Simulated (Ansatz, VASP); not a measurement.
**One calculation of H, two programs**

```
H
1.0
     6.00000    0.00000    0.00000
     0.00000    6.00000    0.00000
     0.00000    0.00000    6.00000
H
16
Direct
  0.35198 0.95675 0.22065
  0.32854 0.83634 0.18616
  0.91896 0.02550 0.46475
  0.94702 0.94011 0.37282
  0.58819 0.89974 0.78150
  0.62081 0.86434 0.66253
  0.99092 0.48934 0.65211
  0.87578 0.52549 0.69776
  0.53364 0.59927 0.34087
  0.64999 0.57478 0.38995
  0.63500 0.28414 0.10761
  0.58106 0.18694 0.04443
  0.21919 0.06822 0.78005
  0.14213 0.13129 0.86027
  0.32148 0.33457 0.45719
  0.23114 0.24803 0.42613
```

Alike in both runs: functional LDA; k mesh 1 × 1 × 1; occupations fermi-dirac, width 0.05 eV; no spin polarisation.

Ansatz relaxed the structure, and its values are those at the end. VASP's run is a single point on that final structure, the one shown.

|  | VASP | Ansatz |
| --- | --- | --- |
| version | VASP 6.6.1 | Ansatz 0.2.0 |
| potentials or method | VASP PAW LDA potentials, release 64 (H), cutoff 520 eV | scalar-relativistic, plane waves, PAW |
| valence electrons in the cell | 16 | 16 |

```tsv
	VASP	Ansatz	Ansatz less VASP
rms of the force components (eV/Å)	0.059	0.063	+0.0039
```

LDA's correlation is that of Perdew and Zunger in VASP and of Perdew and Wang (1992) in Ansatz.
